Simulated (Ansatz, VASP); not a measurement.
**GaN in VASP and in Ansatz**

```xyz
4
Lattice="3.3000 0.0000 0.0000 -1.6500 2.8579 0.0000 0.0000 0.0000 4.7559" Properties=species:S:1:pos:R:3 pbc="T T T"
Ga    0.0000    1.9053    1.1890
Ga    1.6500    0.9526    3.5669
N     1.6500    0.9526    1.1890
N     0.0000    1.9053    3.5669
```

Alike in both runs: task single point; functional PBEsol; k mesh 6 × 6 × 4; occupations fermi-dirac, width 0.5 eV; no spin polarisation.

|  | VASP | Ansatz |
| --- | --- | --- |
| version | VASP 6.6.1 | Ansatz 0.2.0 |
| potentials or method | VASP PAW PBE potentials, release 64 (Ga_d, N) | plane waves |
| plane-wave cutoff (eV) | 600 | 420 |
| valence electrons in the cell | 36 | 36 |

|  | VASP | Ansatz | Ansatz less VASP |
| --- | --- | --- | --- |
| pressure (GPa) | 0.5 | 0.9 | +0.34 |
| traceless stress, the component that is largest in VASP (GPa) | -0.62 | -1.14 | -0.524 |

VASP's potentials were made for PBE, not for PBEsol. The functional is the same, so the differences come from potentials, cutoffs and numerics.
